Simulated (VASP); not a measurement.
HfO2:

```
Hf O
1.0
     0.00000    2.55750    2.55750
     2.55750    0.00000    2.55750
     2.55750    2.55750    0.00000
Hf O
1 2
Cartesian
  0.0000 0.0000 0.0000
  1.2788 1.2788 1.2788
  3.8363 3.8363 3.8363
```

Base run:

* Program: VASP 6.6.1
* Functional: BLYP
* Potentials or basis: VASP PAW PBE potentials, release 64 (Hf_pv, O)
* Cutoff: 600 eV
* k mesh: 8 × 8 × 8
* Occupations: gaussian, width 0.05 eV
* Spin: no spin polarisation

Its results: band gap on the k mesh 3.81 eV; pressure 0.9 GPa.

Question: The run is repeated on the same cell with these changes: functional from BLYP to LDA; potentials or basis from VASP PAW PBE potentials, release 64 (Hf_pv, O) to VASP PAW LDA potentials, release 64 (Hf_pv, O). What comes out?

Answer: Band gap on the k mesh 3.53 eV; pressure -19.6 GPa.

Caveats: spin-orbit coupling is left out, which moves the levels of the heavy elements; the PAW data sets were made with another functional, which shifts forces and pressure a little (at least some runs); the cell stands under tension (at least some runs).

A k mesh can miss the band edges.
